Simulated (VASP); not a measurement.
Input of a VASP 6.6.1 run:

File INCAR:

```
SYSTEM = AlRu
  PREC = Accurate
  ENCUT = 520
  EDIFF = 1E-7
  ISMEAR = -1
  SIGMA = 0.08
  LREAL = .FALSE.
  LASPH = .TRUE.
  NELM = 100
  ALGO = Normal
  ISIF = 2
  LWAVE = .FALSE.
  LCHARG = .FALSE.
  GGA = PS
  NBANDS = 16
```

The input KPOINTS:

```
Automatic mesh
0
G
  16 16 16
  0 0 0
```

The input POSCAR:

```
AlRu
1.0
    2.9356755181      0.0000000000      0.0000000000
    0.0000000000      2.9356755181      0.0000000000
    0.0000000000      0.0000000000      2.9356755181
Al Ru
1 1
Direct
    0.0000000000      0.0000000000      0.0000000000
    0.5000000000      0.5000000000      0.5000000000
```

Potentials or basis: VASP PAW PBE potentials, release 64 (Al, Ru_pv).

Run with:

```bash
$ cat potpaw_PBE.64/Al/POTCAR potpaw_PBE.64/Ru_pv/POTCAR > POTCAR
$ mpirun -np 1 vasp_std > vasp.out
```

Task: What does it give for the pressure?

Result: 10.1 GPa.

Task: Estimate the band gap on the k mesh.

Result: Zero (an odd number of electrons rules out a gap without spin polarisation).

Caveat: the cell stands under pressure; the PAW data sets were made with another functional, which shifts forces and pressure a little.
